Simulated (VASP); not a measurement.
TiC, 2 atoms in the cell. It takes space group I4/mmm (No. 139, tetragonal). Conventional cell: a = 3.122 Å, b = 3.122 Å, c = 4.328 Å, α = 90.00°, β = 90.00°, γ = 90.00°. Ti (site symmetry 4/mmm) has 6 C at 2.16 to 2.21 Å within 2.9 Å. C (site symmetry 4/mmm) has 6 Ti at 2.16 to 2.21 Å within 2.9 Å.  This cell differs from its parent crystal: equal xx and yy strain of +2 %.

* Program: VASP 6.6.1
* Task: single point
* Functional: PBE
* Potentials or basis: VASP PAW PBE potentials, release 64 (Ti_sv, C)
* Cutoff: 520 eV
* k mesh: 16 × 16 × 16
* Occupations: fermi-dirac, width 0.03 eV
* Spin: no spin polarisation
* Dipole correction: no
* Further INCAR settings: ALGO = Normal; EDIFF = 1e-06; NBANDS = 15

Potentials or basis: VASP PAW PBE potentials, release 64 (Ti_sv, C).

Launch:

```bash
$ cat potpaw_PBE.64/Ti_sv/POTCAR potpaw_PBE.64/C/POTCAR > POTCAR
$ mpirun -np 1 vasp_std > vasp.out
```

Hardware: 1 thread of Intel(R) Xeon(R) Platinum 8259CL CPU @ 2.50GHz (Skylake/Cascade Lake) (shared host).

How long does it take, and how much memory?

It took 82 s on 1 thread of Intel(R) Xeon(R) Platinum 8259CL CPU @ 2.50GHz (Skylake/Cascade Lake), on a shared host, peak memory 0.23 GiB. Counts: scf iterations 15, k points 349.
